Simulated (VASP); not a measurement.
# ZrO2 (P4_2/nmc) in VASP: single point with PBE

Aim: the single point of ZrO2 with PBE.

Program: VASP 6.6.1. These are calculated values, not measurements. Logs are shortened: lines on timing, memory, paths and dates and some standing lists are left out, and cuts for length are marked.

## 1. The cell of the first run

It takes space group P4_2/nmc (No. 137, tetragonal). The conventional cell has a = 3.621 Å, b = 3.621 Å, c = 5.282 Å, α = 90.00°, β = 90.00°, γ = 90.00°. Zr (site symmetry -4m2) has 8 O at 2.08 to 2.43 Å within 2.8 Å. Within 2.8 Å of O (site symmetry 2mm) lie 4 Zr at 2.08 to 2.43 Å and 6 O at 2.63 to 2.64 Å.

## 2. Single point, PBE, non-collinear spin, zero start, spin-orbit coupling

INCAR

```
SYSTEM = ZrO2
ALGO = Normal ; EDIFF = 1E-6
ENCUT = 600 ; GGA = PE
GGA_COMPAT = .False. ; ISIF = 2
ISMEAR = 0 ; LASPH = .True.
LCHARG = .False. ; LMAXMIX = 4
LORBIT = 11 ; LORBMOM = .True.
LREAL = .False. ; LSORBIT = .True.
LWAVE = .False. ; MAGMOM = 0 0 0 0 0 0 0 0 0 0 0 0 0 0 0 0 0 0
NBANDS = 64 ; NELM = 200
PREC = Accurate ; SIGMA = 0.02
```

KPOINTS

```
k-points
0
Gamma
  6 6 6
  0 0 0
```

POSCAR

```
ZrO2
1.0
    3.6210708607      0.0000000000      0.0000000000
    0.0000000000      3.6210708607      0.0000000000
    0.0000000000      0.0000000000      5.2824584903
Zr O
2 4
Direct
    0.0000000000      0.0000000000      0.0000000000
    0.5000000000      0.5000000000      0.5000000000
    0.0000000000      0.5000000000      0.1927881315
    0.0000000000      0.5000000000      0.6927881315
    0.5000000000      0.0000000000      0.3072118685
    0.5000000000      0.0000000000      0.8072118685
```

Potentials or basis: VASP PAW PBE potentials, release 64 (Zr_sv, O).

On the command line:

```sh
> cat potpaw_PBE.64/Zr_sv/POTCAR potpaw_PBE.64/O/POTCAR > POTCAR
> mpirun -np 1 vasp_ncl > vasp.out
```

OUTCAR:

```text
SYSTEM = ZrO2
   EDIFF = 1E-6
   ENCUT = 600
   GGA = PE
   ISIF = 2
   ISMEAR = 0
   LASPH = .True.
   LORBIT = 11
   LREAL = .False.
   LSORBIT = .True.
   NELM = 200
   PREC = Accurate

 ion  position               nearest neighbor table
   1  0.000  0.000  0.000-   3 2.08   6 2.08   3 2.08   6 2.08   5 2.43   4 2.43   5 2.43   4 2.43
                             2 3.68   2 3.68   2 3.68   2 3.68   2 3.68   2 3.68   2 3.68   2 3.68
   2  0.500  0.500  0.500-   4 2.08   5 2.08   5 2.08   4 2.08   3 2.43   6 2.43   3 2.43   6 2.43
                             1 3.68   1 3.68   1 3.68   1 3.68   1 3.68   1 3.68   1 3.68   1 3.68
   3  0.000  0.500  0.193-   1 2.08   1 2.08   2 2.43   2 2.43
   4  0.000  0.500  0.693-   2 2.08   2 2.08   1 2.43   1 2.43
   5  0.500  0.000  0.307-   2 2.08   2 2.08   1 2.43   1 2.43
   6  0.500  0.000  0.807-   1 2.08   1 2.08   2 2.43   2 2.43

  LATTYP: Found a simple tetragonal cell.
 ALAT       =     3.6210708607
 C/A-ratio  =     1.4588111345

  Lattice vectors:

 A1 = (   3.6210708607,   0.0000000000,   0.0000000000)
 A2 = (   0.0000000000,   3.6210708607,   0.0000000000)
 A3 = (   0.0000000000,   0.0000000000,   5.2824584903)

Analysis of symmetry for initial positions (statically):
=====================================================================
 Subroutine PRICEL returns:
 Original cell was already a primitive cell.

 Routine SETGRP: Setting up the symmetry group for a
 simple tetragonal supercell.

 Subroutine GETGRP returns: Found 16 space group operations
 (whereof  8 operations were pure point group operations)
 out of a pool of 16 trial point group operations.

The static configuration has the point symmetry D_2d.
 The point group associated with its full space group is D_4h.

Analysis of symmetry for dynamics (positions and initial velocities):
=====================================================================
 Subroutine PRICEL returns:
 Original cell was already a primitive cell.

 Routine SETGRP: Setting up the symmetry group for a
 simple tetragonal supercell.

 Subroutine GETGRP returns: Found 16 space group operations
 (whereof  8 operations were pure point group operations)
 out of a pool of 16 trial point group operations.

The dynamic configuration has the point symmetry D_2d.
 The point group associated with its full space group is D_4h.

Analysis of structural, dynamic, and magnetic symmetry:
=====================================================================
 Subroutine PRICEL returns:
 Original cell was already a primitive cell.

 Routine SETGRP: Setting up the symmetry group for a
 simple tetragonal supercell.

 Subroutine GETGRP returns: Found 16 space group operations
 (whereof  8 operations were pure point group operations)
 out of a pool of 16 trial point group operations.

The overall configuration has the point symmetry D_2d.
 The point group associated with its full space group is D_4h.

 Subroutine INISYM returns: Found 16 space group operations
 (whereof  8 operations are pure point group operations),
 and found     1 'primitive' translations

----------------------------------------------------------------------------------------

                                     Primitive cell

  volume of cell :      69.2644

  direct lattice vectors                    reciprocal lattice vectors
     3.621070861  0.000000000  0.000000000     0.276161400  0.000000000  0.000000000
     0.000000000  3.621070861  0.000000000     0.000000000  0.276161400  0.000000000
     0.000000000  0.000000000  5.282458490     0.000000000  0.000000000  0.189305794

  length of vectors
     3.621070861  3.621070861  5.282458490     0.276161400  0.276161400  0.189305794

  position of ions in fractional coordinates (direct lattice)
     0.000000000  0.000000000  0.000000000
     0.500000000  0.500000000  0.500000000
     0.000000000  0.500000000  0.192788132
     0.000000000  0.500000000  0.692788132
     0.500000000  0.000000000  0.307211868
     0.500000000  0.000000000  0.807211868
[... 147 lines left out ...]
      4     -41.4036      1.00000
      5     -20.7651      1.00000
      6     -20.7651      1.00000
[... 1501 lines left out ...]
     59      12.3277      0.00000
     60      12.3277      0.00000

 [... further k-points ...]

 [bands above 60 left out]

------------------------ aborting loop because EDIFF is reached ----------------------------------------

  FORCE on cell =-STRESS in cart. coord.  units (eV):
  Direction    XX          YY          ZZ          XY          YZ          ZX
  --------------------------------------------------------------------------------------
  -------------------------------------------------------------------------------------
  Total        0.0549071      0.0549071      0.0151465      0.0000000      0.0000000      0.0000000
  in kB        1.2700727      1.2700727      0.3503592      0.0000000      0.0000000      0.0000000
  external PRESSURE =       0.9635015 kB  Pullay stress =       0.0000000 kB

 VOLUME and BASIS-vectors are now :
 -----------------------------------------------------------------------------
  energy-cutoff  :      600.00
  volume of cell :       69.26
      direct lattice vectors                 reciprocal lattice vectors
     3.621070861  0.000000000  0.000000000     0.276161400  0.000000000  0.000000000
     0.000000000  3.621070861  0.000000000     0.000000000  0.276161400  0.000000000
     0.000000000  0.000000000  5.282458490     0.000000000  0.000000000  0.189305794

 POSITION                                       TOTAL-FORCE (eV/Angst)
 -----------------------------------------------------------------------------------
      0.00000      0.00000      0.00000         0.000000     -0.000000      0.000000
      1.81054      1.81054      2.64123        -0.000000      0.000000      0.000000
      0.00000      1.81054      1.01840        -0.000000      0.000000      0.019408
      0.00000      1.81054      3.65962         0.000000     -0.000000      0.019408
      1.81054      0.00000      1.62283         0.000000      0.000000     -0.019408
      1.81054      0.00000      4.26406         0.000000      0.000000     -0.019408
 -----------------------------------------------------------------------------------
    total drift:                                0.000000     -0.000000      0.000000

  FREE ENERGIE OF THE ION-ELECTRON SYSTEM (eV)
  ---------------------------------------------------
  free  energy   TOTEN  =       -57.4849490777 eV

  energy  without entropy=      -57.4849490777  energy(sigma->0) =      -57.48494908

 orbital moment (x)

 # of ion     p       d       tot
 ----------------------------------------
  1         0.000   0.000   0.000
  2         0.000   0.000   0.000
  3         0.000   0.000   0.000
  4         0.000   0.000   0.000
  5         0.000   0.000   0.000
  6         0.000   0.000   0.000
 ----------------------------------------
            0.000   0.000   0.000

 orbital moment (y)

 # of ion     p       d       tot
 ----------------------------------------
  1        -0.000  -0.000  -0.000
  2        -0.000  -0.000  -0.000
  3         0.000   0.000   0.000
  4        -0.000   0.000  -0.000
  5         0.000   0.000   0.000
  6        -0.000   0.000  -0.000
 ----------------------------------------
           -0.000  -0.000  -0.000

 orbital moment (z)

 # of ion     p       d       tot
 ----------------------------------------
  1         0.000   0.000   0.000
  2         0.000   0.000   0.000
  3         0.000   0.000   0.000
  4        -0.000   0.000  -0.000
  5        -0.000   0.000  -0.000
  6        -0.000   0.000  -0.000
 ----------------------------------------
           -0.000   0.000   0.000

 Spin-Orbit-Coupling matrix elements

 Ion:    1  E_soc:     -0.1337936
 l=   1
     0.0000000    -0.0219573    -0.0219357
    -0.0219573     0.0000000    -0.0219573
    -0.0219357    -0.0219573     0.0000000
 l=   2
     0.0000000    -0.0000636     0.0000000    -0.0000636    -0.0002742
    -0.0000636     0.0000000    -0.0001857    -0.0000928    -0.0000905
     0.0000000    -0.0001857     0.0000000    -0.0001857     0.0000000
    -0.0000636    -0.0000928    -0.0001857     0.0000000    -0.0000905
    -0.0002742    -0.0000905     0.0000000    -0.0000905     0.0000000
 l=   3
     0.0000000     0.0000000     0.0000000     0.0000000     0.0000000     0.0000000     0.0000000
     0.0000000     0.0000000     0.0000000     0.0000000     0.0000000     0.0000000     0.0000000
     0.0000000     0.0000000     0.0000000     0.0000000     0.0000000     0.0000000     0.0000000
     0.0000000     0.0000000     0.0000000     0.0000000     0.0000000     0.0000000     0.0000000
[... 89 lines left out ...]
 l=   2
     0.0000000     0.0000000     0.0000000     0.0000000     0.0000000
     0.0000000     0.0000000     0.0000000     0.0000000     0.0000000
     0.0000000     0.0000000     0.0000000     0.0000000     0.0000000
     0.0000000     0.0000000     0.0000000     0.0000000     0.0000000
     0.0000000     0.0000000     0.0000000     0.0000000     0.0000000
 l=   3
     0.0000000     0.0000000     0.0000000     0.0000000     0.0000000     0.0000000     0.0000000
     0.0000000     0.0000000     0.0000000     0.0000000     0.0000000     0.0000000     0.0000000
     0.0000000     0.0000000     0.0000000     0.0000000     0.0000000     0.0000000     0.0000000
     0.0000000     0.0000000     0.0000000     0.0000000     0.0000000     0.0000000     0.0000000
     0.0000000     0.0000000     0.0000000     0.0000000     0.0000000     0.0000000     0.0000000
     0.0000000     0.0000000     0.0000000     0.0000000     0.0000000     0.0000000     0.0000000
     0.0000000     0.0000000     0.0000000     0.0000000     0.0000000     0.0000000     0.0000000

 total charge

# of ion       s       p       d       tot
------------------------------------------
    1        2.176   6.046   1.371   9.593
    2        2.176   6.046   1.371   9.593
    3        1.562   3.525   0.000   5.086
    4        1.562   3.525   0.000   5.086
    5        1.562   3.525   0.000   5.086
    6        1.562   3.525   0.000   5.086
--------------------------------------------------
tot         10.598  26.191   2.742  39.531

 magnetization (x)

# of ion       s       p       d       tot
------------------------------------------
    1        0.000   0.000   0.000   0.000
    2        0.000   0.000   0.000   0.000
    3        0.000   0.000   0.000   0.000
    4        0.000   0.000   0.000   0.000
    5        0.000   0.000   0.000   0.000
    6        0.000   0.000   0.000   0.000
--------------------------------------------------
tot          0.000   0.000   0.000   0.000

 magnetization (y)

# of ion       s       p       d       tot
------------------------------------------
    1        0.000   0.000   0.000   0.000
    2        0.000   0.000   0.000   0.000
    3        0.000   0.000   0.000   0.000
    4        0.000  -0.000   0.000  -0.000
    5       -0.000   0.000   0.000   0.000
    6       -0.000  -0.000   0.000  -0.000
--------------------------------------------------
tot         -0.000  -0.000   0.000  -0.000

 magnetization (z)

# of ion       s       p       d       tot
------------------------------------------
    1       -0.000  -0.000   0.000   0.000
    2        0.000   0.000   0.000   0.000
    3       -0.000   0.000   0.000  -0.000
    4       -0.000   0.000   0.000   0.000
    5       -0.000   0.000   0.000  -0.000
    6        0.000   0.000   0.000   0.000
--------------------------------------------------
tot         -0.000   0.000   0.000   0.000
```

It took 3.7 min on 1 thread of Intel Xeon 6975P-C (Granite Rapids), shared host; peak memory 0.53 GiB.

Results:

- Free energy: -57.4849 eV
- Pressure: 0.1 GPa
- Largest force: 0.019 eV/Å
- Net moment: 0.00 μB per cell
- Valence electrons inside the program's atomic spheres: Zr 9.59; O 5.09

Forces in eV/Å, atoms in the order of the input:
```
Zr   0.000  0.000  0.000
Zr   0.000  0.000  0.000
O    0.000  0.000  0.019
O    0.000  0.000  0.019
O    0.000  0.000 -0.019
O    0.000  0.000 -0.019
```

Stress tensor (GPa, compression positive):
```
0.13 0.00 0.00
0.00 0.13 0.00
0.00 0.00 0.04
```

Moments on the atoms (μB; x, y, z):
```
Zr  0.00 0.00 0.00
Zr  0.00 0.00 0.00
O   0.00 0.00 0.00
O   0.00 0.00 0.00
O   0.00 0.00 0.00
O   0.00 0.00 0.00
```
